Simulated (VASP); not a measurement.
A run of VASP 6.6.1:

File INCAR:

```
  PREC = Accurate
  ENCUT = 520
  EDIFF = 1E-6
  ISMEAR = 0
  SIGMA = 0.05
  LREAL = False
  LASPH = True
  NELM = 100
  ALGO = Normal
  ISIF = 2
  LWAVE = False
  LCHARG = True
  GGA = PE
  LELF = True
  LVHAR = True
  NBANDS = 28
```

KPOINTS

```
Automatic mesh
0
Gamma
  7 7 7
```

File POSCAR:

```
PbS
1.0
    0.0000000000      3.0045317586      3.0045317586
    3.0045317586      0.0000000000      3.0045317586
    6.0090635172      6.0090635172      0.0000000000
Pb S
2 2
Direct
    0.5000000000      0.5000000000      0.2500000000
    0.5000000000      0.5000000000      0.7500000000
    0.0000000000      0.0000000000      0.0000000000
    0.0000000000      0.0000000000      0.5000000000
```

Potentials or basis: VASP PAW PBE potentials, release 64 (Pb_d, S).

Command:

```bash
$ cat potpaw_PBE.64/Pb_d/POTCAR potpaw_PBE.64/S/POTCAR > POTCAR
$ mpirun -np 1 vasp_std > vasp.out
```

Hardware: 1 thread of AMD EPYC 9R14 (Zen 4), on a shared host.

Question: Estimate the wall time of this run.

Answer: It took 81 s on 1 thread of AMD EPYC 9R14 (Zen 4) (shared host), peak memory 0.27 GiB. Counts: scf iterations 13, k points 44.
